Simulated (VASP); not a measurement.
A run of VASP 6.6.1 is set up as follows.

File INCAR:

```
SYSTEM = AgO
PREC = Accurate
ENCUT = 520
EDIFF = 1E-7
ISMEAR = -1
SIGMA = 0.05
LREAL = Auto
LASPH = .TRUE.
NELM = 100
ALGO = Normal
ISIF = 2
LWAVE = .FALSE.
LCHARG = .FALSE.
GGA = PS
NBANDS = 82
ISYM = 0
```

The input KPOINTS:

```
Automatic mesh
0
Gamma
  2 2 2
  0.5 0.5 0.5
```

The input POSCAR:

```
AgO
1.0
    4.8160000000     -4.8160000000      0.0000000000
    4.8160000000      0.0000000000      4.8160000000
    0.0000000000     -4.8160000000      4.8160000000
Ag O
8 8
Direct
    0.5000000000      0.0000000000      0.0000000000
    0.5000000000      0.0000000000      0.5000000000
    0.5000000000      0.5000000000      0.0000000000
    0.5000000000      0.5000000000      0.5000000000
    0.0000000000      0.0000000000      0.0000000000
    0.0000000000      0.0000000000      0.5000000000
    0.0000000000      0.5000000000      0.0000000000
    0.0000000000      0.5000000000      0.5000000000
    0.1250000000      0.1250000000      0.6250000000
    0.1250000000      0.1250000000      0.1250000000
    0.1250000000      0.6250000000      0.6250000000
    0.1250000000      0.6250000000      0.1250000000
    0.6250000000      0.1250000000      0.6250000000
    0.6250000000      0.1250000000      0.1250000000
    0.6250000000      0.6250000000      0.6250000000
    0.6250000000      0.6250000000      0.1250000000
```

Potentials or basis: VASP PAW PBE potentials, release 64 (Ag, O).

Run with:

```bash
$ cat potpaw_PBE.64/Ag/POTCAR potpaw_PBE.64/O/POTCAR > POTCAR
$ mpirun -np 1 vasp_std > vasp.out
```

Question: Predict the pressure.

Answer: 10.7 GPa.

Question: What does it give for the band gap on the k mesh?

Answer: Zero (band 68 reaches 4.82 eV, above the bottom of band 69 at 4.73 eV).

Caveat: the k points lie up to 0.56 Å⁻¹ apart; the PAW data sets were made with another functional, which shifts forces and pressure a little.
